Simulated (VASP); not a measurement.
# Si in VASP: a series of runs, part 2 of 2

VASP 6.6.1.

## Step 3: Relaxation of cell and atoms, r2SCAN

Input file POSCAR:

```
Si
1.0
   -1.5107099016      1.5107099016      2.2983247308
    1.5107099016     -1.5107099016      2.2983247308
    1.5107099016      1.5107099016     -2.2983247308
Si
1
Direct
    0.0000000000      0.0000000000      0.0000000000
```

Input file INCAR.step1:

```
PREC = Accurate
ENCUT = 600
ISMEAR = 0
SIGMA = 0.1
LREAL = False
LASPH = True
NELM = 80
GGA = PE
ALGO = Normal
EDIFF = 1E-4
LWAVE = True
LCHARG = False
```

Input file INCAR.step2:

```
PREC = Accurate
ENCUT = 600
EDIFF = 1E-6
ISMEAR = 0
SIGMA = 0.1
LREAL = False
LASPH = True
NELM = 80
ALGO = Normal
ISIF = 3
LWAVE = False
LCHARG = False
METAGGA = R2SCAN
LMIXTAU = True
IBRION = 2
NSW = 90
EDIFFG = -0.04
ISTART = 1
```

Input file KPOINTS:

```
Automatic mesh
0
Gamma
  8 8 8
```

Potentials or basis: VASP PAW PBE potentials, release 64 (Si).

Started as:

```console
$ cat potpaw_PBE.64/Si/POTCAR > POTCAR
$ cp INCAR.step1 INCAR
$ mpirun -np 1 vasp_std > vasp.out
$ cp INCAR.step2 INCAR
$ mpirun -np 1 vasp_std > vasp.out
```

OUTCAR:

```text
PREC = Accurate
   ENCUT = 600
   EDIFF = 1E-6
   ISMEAR = 0
   LREAL = False
   LASPH = True
   NELM = 80
   ISIF = 3
   METAGGA = R2SCAN
   IBRION = 2
   NSW = 90
   EDIFFG = -0.04
   ISTART = 1

 ion  position               nearest neighbor table
   1  0.000  0.000  0.000-

  LATTYP: Found a body centered tetragonal cell.
 ALAT       =     3.0214198032
 C/A-ratio  =     1.5213541186

  Lattice vectors:

 A1 = (  -1.5107099016,   1.5107099016,   2.2983247308)
 A2 = (   1.5107099016,  -1.5107099016,   2.2983247308)
 A3 = (   1.5107099016,   1.5107099016,  -2.2983247308)

Analysis of symmetry for initial positions (statically):
=====================================================================
 Subroutine PRICEL returns:
 Original cell was already a primitive cell.

 Routine SETGRP: Setting up the symmetry group for a
 body centered tetragonal supercell.

 Subroutine GETGRP returns: Found 16 space group operations
 (whereof 16 operations were pure point group operations)
 out of a pool of 16 trial point group operations.

The static configuration has the point symmetry D_4h.

Analysis of symmetry for dynamics (positions and initial velocities):
=====================================================================
[... 163 lines left out ...]
  Direction    XX          YY          ZZ          XY          YZ          ZX
  --------------------------------------------------------------------------------------
  -------------------------------------------------------------------------------------
  Total       -1.8112023     -1.8112023     -1.9758002      0.0000000      0.0000000      0.0000000
  in kB     -138.3069539   -138.3069539   -150.8759664      0.0000000      0.0000000      0.0000000
  external PRESSURE =    -142.4966247 kB  Pullay stress =       0.0000000 kB
[... 22 lines left out ...]
--------------------------------------- Ionic step        2  -------------------------------------------

 number of electron       4.0000000 magnetization

 E-fermi :   9.2078     XC(G=0): -11.5760

 val. band max:        9.1753036001   @ k =  -0.3750   0.3750   0.1250
 cond. band min:       9.2139789329   @ k =  -0.3750   0.3750   0.1250
 fundamental gap:      0.0386753328
 Fermi energy:         9.2078093490

 k-point     1 :       0.0000    0.0000    0.0000
  band No.  band energies     occupation
      1      -5.4566      2.00000
      2      19.9250      0.00000
      3      19.9250      0.00000
      4      19.9521      0.00000
      5      20.8336      0.00000
      6      21.7177      0.00000
[... 381 lines left out ...]
--------------------------------------- Ionic step        7  -------------------------------------------

 number of electron       4.0000000 magnetization

 Free energy of the ion-electron system (eV)
  ---------------------------------------------------
  ext. energy  EPLUGINS =         0.00000000
  ---------------------------------------------------
  free energy    TOTEN  =        -8.01949350 eV

  energy without entropy =       -8.01777540  energy(sigma->0) =       -8.01863445

 E-fermi :  10.8277     XC(G=0): -12.1605

 val. band max:       10.6563427312   @ k =   0.5000   0.5000   0.1250
 cond. band min:      10.8397274414   @ k =   0.5000   0.2500   0.1250
 fundamental gap:      0.1833847102
 Fermi energy:        10.8276703471

 k-point     1 :       0.0000    0.0000    0.0000
  band No.  band energies     occupation
      1      -5.0179      2.00000
      2      22.9101      0.00000
      3      23.2501      0.00000
      4      23.2501      0.00000
      5      23.3394      0.00000
      6      24.0035      0.00000
[... 235 lines left out ...]
  FREE ENERGIE OF THE ION-ELECTRON SYSTEM (eV)
  ---------------------------------------------------
  free  energy   TOTEN  =        -8.0194935036 eV

  energy  without entropy=       -8.0177754044  energy(sigma->0) =       -8.01863445

 reached required accuracy - stopping structural energy minimisation
```

OSZICAR.step1:

```text
N       E                     dE             d eps       ncg     rms          rms(c)
DAV:   1    -0.127738340671E+01   -0.12774E+01   -0.16820E+03   708   0.533E+02
DAV:   2    -0.447019969498E+01   -0.31928E+01   -0.31447E+01   960   0.403E+01
DAV:   3    -0.451073547802E+01   -0.40536E-01   -0.40379E-01   876   0.455E+00
DAV:   4    -0.451079992160E+01   -0.64444E-04   -0.64441E-04   978   0.208E-01
DAV:   5    -0.451080006786E+01   -0.14626E-06   -0.14667E-06   912   0.728E-03    0.132E+00
DAV:   6    -0.450226589491E+01    0.85342E-02   -0.45724E-03   834   0.386E-01    0.712E-01
DAV:   7    -0.449796736146E+01    0.42985E-02   -0.88001E-03   774   0.533E-01    0.108E-01
DAV:   8    -0.449797967347E+01   -0.12312E-04   -0.62367E-05   810   0.774E-02
   1 F= -.44979797E+01 E0= -.44961322E+01  d E =-.369499E-02
```

It took 2.5 min on 1 thread of AMD EPYC 9R45 (Zen 5), shared host; peak memory 0.14 GiB.

Results:

- Free energy: -8.0195 eV
- Relaxed volume: 13.89 Å³/atom
- Relaxed cell: a = 2.735 Å, b = 2.735 Å, c = 2.735 Å, α = 122.46°, β = 122.46°, γ = 85.79°
- Space group after relaxing (to 0.1 Å): I4/mmm (No. 139)
- Energy gained by relaxing: 444.5 meV/atom
- Ionic steps: 7
- Pressure after relaxing: 0.3 GPa
- Band gap on the k mesh: zero (bands 2 and 3 overlap by 15.71 eV)

Step by step:
```csv
step,energy change (eV),largest force (eV/Å),pressure (GPa),volume (Å³)
1,0.0000,0.0000,-14.25,20.98
2,-0.3874,0.0000,-7.92,15.81
3,-0.4420,0.0000,-1.55,14.13
4,-0.4431,0.0000,0.36,13.80
5,-0.4431,0.0000,-0.42,13.93
6,-0.4444,0.0000,0.72,13.88
7,-0.4445,0.0000,0.35,13.89
```

Final structure:
```
Si
1.0
    -1.31654    1.31654    2.00393
     1.31654   -1.31654    2.00393
     1.31654    1.31654   -2.00393
Si
1
Direct
  0.00000 0.00000 0.00000
```

Caveat: the volume moved by over 15 % at a fixed basis, so the end points are rough; the PAW data sets were made with another functional, which shifts forces and pressure a little.

## Step 4: Single point, r2SCAN

This run uses another cell than the first one, of 13.81 Å³/atom.

Input file POSCAR:

```
Si
1.0
    0.0000000000      1.9044153544      1.9044153544
    1.9044153544      0.0000000000      1.9044153544
    1.9044153544      1.9044153544      0.0000000000
Si
1
Direct
    0.0000000000      0.0000000000      0.0000000000
```

Input file INCAR.step1:

```
  ALGO = Normal
  EDIFF = 1E-4
  ENCUT = 520
  GGA = PE
  ISMEAR = 0
  LASPH = T
  LCHARG = F
  LREAL = F
  LWAVE = T
  NBANDS = 8
  NELM = 100
  PREC = Accurate
  SIGMA = 0.1
```

Input file INCAR.step2:

```
  ALGO = Normal
  EDIFF = 1E-6
  ENCUT = 520
  ISIF = 2
  ISMEAR = 0
  ISTART = 1
  LASPH = T
  LCHARG = F
  LMIXTAU = T
  LREAL = F
  LWAVE = F
  METAGGA = R2SCAN
  NBANDS = 8
  NELM = 100
  PREC = Accurate
  SIGMA = 0.1
```

Input file KPOINTS:

```
k-points
0
Gamma
  26 26 26
```

Started as:

```console
$ cat potpaw_PBE.64/Si/POTCAR > POTCAR
$ cp INCAR.step1 INCAR
$ mpirun -np 1 vasp_std > vasp.out
$ cp INCAR.step2 INCAR
$ mpirun -np 1 vasp_std > vasp.out
```

Wall time 80 s (1 thread of AMD EPYC 9R45 (Zen 5), shared host); peak memory 0.13 GiB.

It converged, with:

* Free energy: -8.0293 eV
* Pressure: 0.1 GPa
* Band gap on the k mesh: zero (bands 2 and 3 overlap by 16.00 eV)

Levels at points of the mesh, in eV from the Fermi level:
| k point | band 1 | band 2 | band 3 | band 4 | band 5 | band 6 |
| --- | --- | --- | --- | --- | --- | --- |
| (0.00, 0.00, 0.00) | -15.92 | 12.51 | 12.51 | 12.51 | 12.74 | 12.74 |
| (0.50, 0.00, 0.00) | -8.24 | -7.89 | 9.59 | 9.59 | 11.51 | 11.51 |
| (0.50, 0.50, 0.00) | -6.13 | -4.77 | 3.46 | 3.46 | 4.38 | 7.66 |

Caveat: the PAW data sets were made with another functional, which shifts forces and pressure a little.

## Step 5: Summary

| task | cell | k mesh | cutoff (eV) | gap on the mesh (eV) | pressure (GPa) |
| --- | --- | --- | --- | --- | --- |
| single point | a = 3.138 Å, angles 122.4, 122.4, 85.8°, 1 atom | 8 × 8 × 8 | 520 | none | -14.3 |
| relaxation of cell and atoms | relaxed from a = 3.138 Å, angles 122.4, 122.4, 85.8°, 1 atom | 8 × 8 × 8 | 600 | none | 0.3 |
| single point | a = 2.693 Å, angles 60.0°, 1 atom | 26 × 26 × 26 | 520 | none | 0.1 |

Alike in all rows: level r2SCAN; potentials or basis VASP PAW PBE potentials, release 64 (Si); no spin polarisation; smearing gaussian 0.1 eV.

Caveats: the PAW data sets were made with another functional, which shifts forces and pressure a little; the cell stands under tension (at least some runs); the volume moved by over 15 % at a fixed basis, so the end points are rough (at least some runs).

Absolute energies hang on the potentials; compare differences alone.

The gap in the log of VASP goes by the Fermi energy; the results here count the filled bands.